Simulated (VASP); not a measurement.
Write the native input for VASP 6.6.1 that does the following.

```yaml
Task: single point
Functional: PBE
Potentials_or_basis: VASP PAW PBE potentials, release 64 (Hf_pv, O)
Cutoff: 520 eV
k_mesh: 5 × 5 × 6
Occupations: fermi-dirac, width 0.05 eV
Spin: no spin polarisation
Hubbard_terms: Hf d U = 8.0 eV
Dipole_correction: no
Further_INCAR_settings: ALGO = Normal; EDIFF = 1e-07; NBANDS = 31
```

The structure of HfO2 lies in POSCAR:

```
HfO2
1.0
    4.8135329900      0.0000000000      0.0000000000
    0.0000000000      4.8135329900      0.0000000000
    0.0000000000      0.0000000000      3.2054154100
Hf O
2 4
Direct
    0.5000000000      0.5000000000      0.5000000000
    0.0000000000      0.0000000000      0.0000000000
    0.8050448800      0.1949551200      0.5000000000
    0.6949551200      0.6949551200      0.0000000000
    0.3050448800      0.3050448800      0.0000000000
    0.1949551200      0.8050448800      0.5000000000
```

The input as run:

INCAR

```
SYSTEM = HfO2
ALGO = Normal ; EDIFF = 1E-7
ENCUT = 520 ; GGA = PE
ISIF = 2 ; ISMEAR = -1
LASPH = .TRUE. ; LCHARG = .FALSE.
LDAU = .TRUE. ; LDAUJ = 0 0
LDAUL = 2 -1 ; LDAUPRINT = 1
LDAUTYPE = 2 ; LDAUU = 8 0
LMAXMIX = 4 ; LREAL = .FALSE.
LWAVE = .FALSE. ; NBANDS = 31
NELM = 150 ; PREC = Accurate
SIGMA = 0.05
```

KPOINTS

```
k-points
0
G
  5 5 6
  0 0 0
```

Potentials or basis: VASP PAW PBE potentials, release 64 (Hf_pv, O).

The run is started by

```sh
$ cat potpaw_PBE.64/Hf_pv/POTCAR potpaw_PBE.64/O/POTCAR > POTCAR
$ mpirun -np 1 vasp_std > vasp.out
```

Results of the run:

The pressure is 26.4 GPa and the largest force is 0.259 eV/Å. The band gap on the k mesh is 4.91 eV, direct.

Caveat: spin-orbit coupling is left out, which moves the levels of the heavy elements.

It took 39 s on 1 thread of Intel(R) Xeon(R) Platinum 8375C CPU @ 2.90GHz (Ice Lake), with other jobs on the host, peak memory 0.2 GiB.
